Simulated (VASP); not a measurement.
# Hf32HO64 (a cell with a defect) (H interstitial hop between voids) in VASP: single point with PBE

Aim: the single point of Hf32HO64 (a cell with a defect) (H interstitial hop between voids) with PBE.

Program: VASP 6.6.1. These are calculated values, not measurements. Logs are shortened: lines on timing, memory, paths and dates and some standing lists are left out, and cuts for length are marked.

## Step 1: The cell of the first run

The cell holds a defect, 97 atoms: a = 10.589 Å, b = 11.438 Å, c = 10.203 Å, α = 90.00°, β = 90.00°, γ = 62.43°.

## Step 2: Single point, PBE

INCAR reads:

```
SYSTEM = Hf32HO64
ALGO = Normal
EDIFF = 1E-6
ENCUT = 520
GGA = PE
GGA_COMPAT = .False.
ISIF = 2
ISMEAR = -1
LASPH = .True.
LCHARG = .False.
LREAL = Auto
LWAVE = .False.
NBANDS = 406
NELECT = 704.0
NELM = 120
PREC = Accurate
SIGMA = 0.01
```

KPOINTS reads:

```
k-points
0
Gamma
  1 1 1
  0 0 0
```

POSCAR reads:

```
Hf32HO64
1.0
   10.5886410500      0.0000000000      0.0000000000
    5.2943205200     10.1394069600      0.0000000000
    0.0000000000      0.0000000000     10.2034546700
Hf O H
32 64 1
Direct
    0.1972780829      0.6326398600      0.1190812366
    0.4510829594      0.1464067875      0.1088417635
    0.1609906230      0.1343668328      0.3725916489
    0.4150417319      0.6324679565      0.3690543176
    0.0824815961      0.3671492835      0.1193748627
    0.3267429850      0.8647955482      0.1189819565
    0.0481419521      0.8668026675      0.3692627764
    0.2991621999      0.3661736840      0.3695569904
    0.1979652382      0.6343403540      0.6188449113
    0.4476799524      0.1321880072      0.6172020363
    0.1669754521      0.1332707135      0.8696024324
    0.4165671765      0.6325730908      0.8689688235
    0.0810395771      0.3665327780      0.6195038058
    0.3302052655      0.8670088926      0.6200258838
    0.0491097859      0.8677974989      0.8688186783
    0.2973015088      0.3707066907      0.8646246086
    0.6991937915      0.6338696164      0.1189021796
    0.9487546828      0.1340580377      0.1192859712
    0.6667113371      0.1322048721      0.3670449981
    0.9177291620      0.6316654441      0.3690334423
    0.5833587603      0.3698382967      0.1195354945
    0.8315476579      0.8689092996      0.1188586650
    0.5596391655      0.8536095882      0.3807495721
    0.7983374021      0.3672843012      0.3701719782
    0.7006394278      0.6300305358      0.6234199304
    0.9467796154      0.1341349652      0.6203474416
    0.6682693912      0.1327695008      0.8656479874
    0.9160829040      0.6347290355      0.8703423779
    0.5803076486      0.3660234780      0.6176100354
    0.8324158364      0.8667730800      0.6201302603
    0.5493330417      0.8670250671      0.8694476809
    0.8000159965      0.3674110345      0.8693784886
    0.1669554694      0.0332853787      0.1933000208
    0.4144973975      0.5370422572      0.1891657348
    0.0485291581      0.0337737701      0.4424961100
    0.2989740791      0.5336829877      0.4407036779
   -0.0036239687      0.7320232859      0.2440170590
    0.2516653086      0.2283258783      0.2440717463
    0.0179148485      0.7310335831      0.4940639384
    0.2668170788      0.2310297840      0.4938122590
    0.2490539653      0.7688595626      0.4938808632
    0.4996718196      0.2666803898      0.4917187524
    0.2272509479      0.7684603282      0.2438260452
    0.4791759396      0.2737369169      0.2411253913
    0.1991585239      0.4657677731      0.1915982442
    0.4493921045      0.9778813533      0.2054774650
    0.0830392414      0.4650238440      0.4401032930
    0.3346396921      0.9654384165      0.4408087403
    0.1643646183      0.0333748316      0.6928331853
    0.4144801514      0.5333431256      0.6915900769
    0.0511373353      0.0332637798      0.9423255467
    0.2980857558      0.5353219396      0.9404353045
   -0.0016313400      0.7311808303      0.7442059818
    0.2469490100      0.2314809938      0.7431937756
    0.0184998574      0.7332998892      0.9942591336
    0.2690101870      0.2361205157      0.9919474656
    0.2502860056      0.7692685609      0.9944333883
    0.5023668654      0.2714780076      0.9905056010
    0.2290660566      0.7687784927      0.7442699797
    0.4784702176      0.2680122231      0.7416765443
    0.1976654917      0.4665988868      0.6888526707
    0.4481721042      0.9657279798      0.6914850145
    0.0824265779      0.4680947336      0.9414511370
    0.3347884280      0.9699264502      0.9486555596
    0.6650725505      0.0382561822      0.1861254900
    0.9153109104      0.5342752314      0.1909238648
    0.5472596601      0.0324458818      0.4365964415
    0.7982323663      0.5346856104      0.4420606692
    0.4941961570      0.7385605519      0.2471632483
    0.7484580482      0.2325553170      0.2438506448
    0.5190197531      0.7257981684      0.4991449626
    0.7681792207      0.2307147755      0.4939013465
    0.7501754524      0.7670495948      0.4968415271
    0.9972674777      0.2696373674      0.4957052453
    0.7276137366      0.7695467823      0.2456127930
    0.9798709408      0.2688679930      0.2452411542
    0.6977430412      0.4686571926      0.1924813765
    0.9490463886      0.9670835818      0.1913027561
    0.5820984913      0.4647444391      0.4395679841
    0.8317297888      0.9652531986      0.4400966286
    0.6641894331      0.0338754526      0.6887436880
    0.9150343755      0.5331761533      0.6927327291
    0.5500790501      0.0351126058      0.9401042402
    0.7986368769      0.5350897761      0.9414347700
    0.4970048267      0.7326750006      0.7472655337
    0.7474253349      0.2317540867      0.7431830929
    0.5177046624      0.7345509485      0.9976366171
    0.7703302616      0.2324684283      0.9936794280
    0.7497877458      0.7700715664      0.9954312856
    1.0023700721      0.2684306894      0.9947424993
    0.7294627357      0.7687080744      0.7455334733
    0.9789191418      0.2683282179      0.7450007126
    0.6978688668      0.4649427741      0.6913353593
    0.9477185900      0.9664762484      0.6910608444
    0.5837451376      0.4678931439      0.9415560034
    0.8333446579      0.9668057549      0.9395643250
    0.4035979388      0.0408219141      0.2779329248
```

Potentials or basis: VASP PAW PBE potentials, release 64 (Hf_pv, O, H).

Run with:

```
cat potpaw_PBE.64/Hf_pv/POTCAR potpaw_PBE.64/O/POTCAR potpaw_PBE.64/H/POTCAR > POTCAR
mpirun -np 1 vasp_gam > vasp.out
```

OUTCAR:

```text
SYSTEM = Hf32HO64
   EDIFF = 1E-6
   ENCUT = 520
   GGA = PE
   ISIF = 2
   ISMEAR = -1
   LASPH = .True.
   LREAL = Auto
   NELECT = 704.0
   NELM = 120
   PREC = Accurate

 ion  position               nearest neighbor table
   1  0.197  0.633  0.119-  45 2.04  55 2.12  43 2.14  52 2.15  34 2.16  57 2.28  37 2.28   4 3.44
                            12 3.45   7 3.50   6 3.51  15 3.51  22 3.55  16 3.73   8 3.73   5 3.76
   2  0.451  0.146  0.109-  56 2.09  44 2.11  83 2.11  58 2.13  65 2.17  46 2.17  97 2.29  38 2.33
                            27 3.34  16 3.40  21 3.44  19 3.44   8 3.50   5 3.54  31 3.77  22 3.80
   3  0.161  0.134  0.373-  48 2.08  74 2.12  35 2.13  33 2.15  38 2.18  76 2.24  40 2.27  26 3.40
                            18 3.43  13 3.47  24 3.52   5 3.52   8 3.57  14 3.72   7 3.77   6 3.78
   4  0.415  0.632  0.369-  79 2.05  34 2.14  41 2.15  36 2.15  69 2.16  43 2.27  71 2.28   9 3.43
                             1 3.44   6 3.49  14 3.51  23 3.51   7 3.55  21 3.70  29 3.72   8 3.77
   5  0.082  0.367  0.119-  66 2.05  90 2.12  63 2.15  45 2.15  38 2.17  56 2.26  76 2.29   8 3.43
                            16 3.47  11 3.50   3 3.52   2 3.54  18 3.55  20 3.71  28 3.73   1 3.76
   6  0.327  0.865  0.119-  33 2.03  57 2.07  64 2.14  69 2.14  43 2.24  87 2.25  46 2.39  31 3.48
                            12 3.48   4 3.49   1 3.51  17 3.59  23 3.60  11 3.74  18 3.75   3 3.78
   7  0.048  0.867  0.369-  35 2.05  43 2.13  39 2.14  78 2.14  80 2.16  37 2.26  41 2.28  22 3.43
                            30 3.43   9 3.49   1 3.50  20 3.55   4 3.55  18 3.74  26 3.75  19 3.77
   8  0.299  0.366  0.370-  36 2.05  45 2.14  44 2.15  40 2.15  47 2.15  38 2.26  42 2.26   5 3.43
                            13 3.44  10 3.48   2 3.50  19 3.56   3 3.57   1 3.73   9 3.74  20 3.77
   9  0.198  0.634  0.619-  61 2.05  39 2.13  59 2.14  36 2.15  50 2.17  41 2.25  53 2.27   4 3.43
[... 98 lines left out ...]
  84  0.799  0.535  0.941-  32 2.05  17 2.14  28 2.16
  85  0.497  0.733  0.747-  12 2.12  14 2.16  31 2.24  25 2.30
  86  0.747  0.232  0.743-  27 2.10  29 2.15  26 2.26  32 2.28
  87  0.518  0.735  0.998-  17 2.12  31 2.14   6 2.25  12 2.32
  88  0.770  0.232  0.994-  18 2.12  32 2.13  21 2.27  27 2.31
  89  0.750  0.770  0.995-  22 2.13  28 2.15  17 2.25  31 2.28
  90  0.002  0.268  0.995-   5 2.12  11 2.14  18 2.26  32 2.29
  91  0.729  0.769  0.746-  31 2.12  25 2.15  28 2.25  30 2.28
  92  0.979  0.268  0.745-  32 2.12  26 2.14  11 2.26  13 2.28
  93  0.698  0.465  0.691-  25 2.02  32 2.14  29 2.17
  94  0.948  0.966  0.691-  26 2.04  15 2.14  30 2.15
  95  0.584  0.468  0.942-  12 2.04  21 2.14  32 2.16
  96  0.833  0.967  0.940-  27 2.04  22 2.15  15 2.15
  97  0.404  0.041  0.278-  46 0.99  23 2.27   2 2.29

  LATTYP: Found a base centered orthorhombic cell.
 ALAT       =    10.5886410500
 B/A-ratio  =     1.9151479235
 C/A-ratio  =     0.9636226804

  Lattice vectors:

 A1 = (   5.2943205300, -10.1394069600,   0.0000000000)
 A2 = (   5.2943205200,  10.1394069600,   0.0000000000)
 A3 = (   0.0000000000,   0.0000000000,  10.2034546700)

Analysis of symmetry for initial positions (statically):
=====================================================================
 Subroutine PRICEL returns:
 Original cell was already a primitive cell.

 Routine SETGRP: Setting up the symmetry group for a
 base centered orthorhombic supercell.

 Subroutine GETGRP returns: Found  1 space group operations
 (whereof  1 operations were pure point group operations)
 out of a pool of  8 trial point group operations.

The static configuration has the point symmetry C_1 .

Analysis of symmetry for dynamics (positions and initial velocities):
=====================================================================
 Subroutine PRICEL returns:
 Original cell was already a primitive cell.

[... 256 lines left out ...]
   ISTART =      0    job   : 0-new  1-cont  2-samecut
   ICHARG =      2    charge: 1-file 2-atom 10-const
   ISPIN  =      1    spin polarized calculation?
   LNONCOLLINEAR =      F non collinear calculations
   LSORBIT =      F    spin-orbit coupling
   LASPH  =      T    aspherical Exc in radial PAW
   ENCUT  =  520.0 eV  38.22 Ry    6.18 a.u.  19.69 21.27 18.97*2*pi/ulx,y,z
   NELM   =    120;   NELMIN=  2; NELMDL= -5     # of ELM steps
   EDIFF  = 0.1E-05   stopping-criterion for ELM
   LREAL  =      T    real-space projection
   EDIFFG = 0.1E-04   stopping-criterion for IOM
   NSW    =      0    number of steps for IOM
   IBRION =     -1    ionic relax: 0-MD 1-quasi-New 2-CG
   NFREE  =      0    steps in history (QN), initial steepest desc. (CG)
   ISIF   =      2    stress and relaxation
   ISYM   =      2    0-nonsym 1-usesym 2-fastsym
   POTIM  = 0.5000    time-step for ionic-motion
   TEBEG  =    0.0;   TEEND  =   0.0 temperature during run
   PSTRESS=    0.0 pullay stress
   NELECT =     704.0000    total number of electrons
   NUPDOWN=      -1.0000    fix difference up-down
   EMIN   =  10.00;   EMAX   =-10.00  energy-range for DOS
   EFERMI =   0.00;   METHOD = LEGACY
   ISMEAR =    -1;   SIGMA  =   0.01  broadening in eV -4-tet -1-fermi 0-gaus
   EFERMI_NEDOS =   21; number of points for ismear=-14 and -15
   IALGO  =     38    algorithm
   IMIX   =      4    mixing-type and parameters
     AMIX     =   0.40;   BMIX     =  1.00
     AMIX_MAG =   1.60;   BMIX_MAG =  1.00
  volume/ion in A,a.u.               =      11.29        76.21
  Fermi-wavevector in a.u.,A,eV,Ry     =   1.412751  2.669713 27.155408  1.995866
  Thomas-Fermi vector in A             =   2.534468
   LORBIT       =      0    0 simple, 1 ext, 2 COOP (PROOUT), +10 PAW based schemes
   GGA     = PE    functional components
   LHFCALC =     F    Hartree Fock is set to
   AEXX    =    0.0000 exact exchange contribution
   IVDW    =     0    specifies the selected vdW correction
   LEPSILON=     F    determine dielectric tensor
   LRPA    =     F    only Hartree local field effects (RPA)
 non-spin polarized calculation
  energy-cutoff  :      520.00
  volume of cell :     1095.47
 maximum number of plane-waves:     14778
 NGX is ok and might be reduce to    80
   NGX = 39   NGY = 43   NGZ = 37

 number of electron     703.9999986 magnetization

 Free energy of the ion-electron system (eV)
  ---------------------------------------------------
  ext. energy  EPLUGINS =         0.00000000
  ---------------------------------------------------
  free energy    TOTEN  =      -981.22860636 eV

  energy without entropy =     -981.22860636  energy(sigma->0) =     -981.22860636

 E-fermi :   3.6025     XC(G=0): -11.5629

 val. band max:        3.3287426932   @ k =   0.0000   0.0000   0.0000
 cond. band min:       7.7370484161   @ k =   0.0000   0.0000   0.0000
 fundamental gap:      4.4083057229
 Fermi energy:         3.6024571241

 k-point     1 :       0.0000    0.0000    0.0000
  band No.  band energies     occupation
      1     -26.4344      2.00000
      2     -26.3490      2.00000
      3     -26.3429      2.00000
      4     -26.3284      2.00000
      5     -26.3086      2.00000
      6     -26.3032      2.00000
[... 356 lines left out ...]
    363       8.0732      0.00000
    364       8.0765      0.00000
 [bands above 364 left out]

------------------------ aborting loop because EDIFF is reached ----------------------------------------

  FORCE on cell =-STRESS in cart. coord.  units (eV):
  Direction    XX          YY          ZZ          XY          YZ          ZX
  --------------------------------------------------------------------------------------
  -------------------------------------------------------------------------------------
  Total      -25.0087041    -26.5168009    -24.8073119      0.2942843     -2.4597263     -1.1314604
  in kB      -36.5764667    -38.7821329    -36.2819207      0.4304053     -3.5974714     -1.6548169
  external PRESSURE =     -37.2135068 kB  Pullay stress =       0.0000000 kB

 VOLUME and BASIS-vectors are now :
 -----------------------------------------------------------------------------
  energy-cutoff  :      520.00
  volume of cell :     1095.47
      direct lattice vectors                 reciprocal lattice vectors
    10.588641050  0.000000000  0.000000000     0.094440825 -0.049312549  0.000000000
     5.294320520 10.139406960  0.000000000     0.000000000  0.098625097  0.000000000
     0.000000000  0.000000000 10.203454670     0.000000000  0.000000000  0.098006022

 POSITION                                       TOTAL-FORCE (eV/Angst)
 -----------------------------------------------------------------------------------
      5.43830      6.41459      1.21504         0.052713     -0.010166     -0.037680
      5.55148      1.48448      1.11056         0.109073      0.036446     -0.074176
      2.41605      1.36240      3.80172        -0.104062      0.018682     -0.005335
      7.74322      6.41285      3.76563        -0.034004      0.001935     -0.041882
      2.81717      3.72268      1.21804         0.055884      0.008860     -0.043325
      8.03827      8.76851      1.21403        -0.000271     -0.017553     -0.049929
[... 89 lines left out ...]
     13.94257      9.80284      9.58680         0.022939      0.009412      0.019771
      4.48968      0.41391      2.83588        -0.428730      0.072656     -0.156823
 -----------------------------------------------------------------------------------
    total drift:                               -0.010828     -0.021025     -0.020573

  FREE ENERGIE OF THE ION-ELECTRON SYSTEM (eV)
  ---------------------------------------------------
  free  energy   TOTEN  =      -981.2286063567 eV

  energy  without entropy=     -981.2286063567  energy(sigma->0) =     -981.22860636
```

It took 11 min on 1 thread of Intel Xeon Platinum 8488C (Sapphire Rapids), shared host; peak memory 1.1 GiB.

Results:

* Free energy: -981.2286 eV
* Largest force: 0.462 eV/Å

Forces on the atoms (eV/Å):
```
Hf   0.053 -0.010 -0.038
Hf   0.109  0.036 -0.074
Hf  -0.104  0.019 -0.005
Hf  -0.034  0.002 -0.042
Hf   0.056  0.009 -0.043
Hf   0.000 -0.018 -0.050
Hf  -0.041  0.003 -0.044
Hf  -0.034  0.019 -0.021
Hf   0.049 -0.008 -0.040
Hf   0.063 -0.015 -0.035
Hf  -0.048 -0.003 -0.038
Hf  -0.051 -0.006 -0.042
Hf   0.048  0.007 -0.021
Hf   0.046  0.007 -0.033
Hf  -0.046 -0.001 -0.034
Hf  -0.053  0.009 -0.049
Hf   0.053 -0.002 -0.041
Hf   0.040 -0.008 -0.039
Hf  -0.040 -0.014 -0.019
Hf  -0.030 -0.020 -0.045
Hf   0.061  0.016 -0.024
Hf   0.060  0.002 -0.041
Hf   0.022  0.036 -0.028
Hf  -0.061  0.006 -0.031
Hf   0.049 -0.013 -0.040
Hf   0.030 -0.002 -0.023
Hf  -0.035 -0.015 -0.042
Hf  -0.048 -0.011 -0.036
Hf   0.048  0.010 -0.028
Hf   0.054  0.005 -0.032
Hf  -0.047  0.004 -0.033
Hf  -0.044  0.013 -0.036
O   -0.013 -0.015  0.030
O   -0.010 -0.011  0.016
O    0.021 -0.001  0.021
O    0.020 -0.003  0.010
O   -0.019  0.029  0.027
O    0.011  0.000  0.031
O    0.037  0.038  0.027
O    0.016  0.038  0.034
O    0.040 -0.035  0.019
O    0.012 -0.020  0.020
O   -0.016 -0.034  0.012
O   -0.010 -0.032  0.010
O   -0.014 -0.014  0.019
O    0.010 -0.123 -0.169
O    0.020 -0.001  0.011
O    0.023  0.030 -0.012
O   -0.004 -0.002  0.004
O   -0.014 -0.003  0.016
O    0.012 -0.006  0.016
O    0.014 -0.017  0.010
O   -0.027  0.041  0.024
O   -0.034  0.049  0.031
O    0.022  0.034  0.025
O    0.049  0.035  0.033
O    0.025 -0.038  0.024
O    0.008 -0.064  0.051
O   -0.017 -0.026  0.012
O   -0.014 -0.030  0.018
O   -0.012  0.010  0.023
O   -0.017  0.009  0.012
O    0.010  0.011  0.017
O   -0.009 -0.011 -0.007
O   -0.021 -0.013  0.038
O   -0.009 -0.008  0.011
O    0.075 -0.040  0.121
O    0.019 -0.016  0.009
O   -0.019  0.031  0.039
O   -0.010  0.032  0.028
O    0.060  0.084  0.010
O    0.013  0.036  0.033
O    0.014 -0.031  0.006
O    0.009 -0.028  0.034
O   -0.024 -0.035  0.039
O   -0.008 -0.037  0.038
O   -0.011  0.006  0.014
O   -0.013  0.005  0.011
O    0.023  0.019  0.023
O    0.034  0.005  0.013
O    0.002 -0.011  0.041
O   -0.024 -0.004  0.016
O    0.018  0.004  0.030
O    0.015 -0.004  0.021
O   -0.028  0.035  0.030
O   -0.025  0.027  0.030
O    0.030  0.039  0.030
O    0.043  0.042  0.029
O    0.025 -0.038  0.030
O    0.035 -0.040  0.036
O   -0.027 -0.036  0.027
O   -0.026 -0.037  0.030
O   -0.004  0.018  0.016
O   -0.015  0.006  0.022
O    0.010  0.008  0.017
O    0.023  0.009  0.020
H   -0.429  0.073 -0.157
```

Levels at points of the mesh, in eV from the Fermi level:
```
           k point  band 349  band 350  band 351  band 352  band 353  band 354  band 355  band 356
(0.00, 0.00, 0.00)     -0.45     -0.41     -0.37     -0.27      4.13      4.15      4.16      4.24
```

Caveat: the k points lie up to 0.67 Å⁻¹ apart; the cell carries a net charge on a neutralising background, which shifts energy and pressure; the cell is charged against a uniform background, so pressure and absolute levels hang on convention; spin-orbit coupling is left out, which moves the levels of the heavy elements.
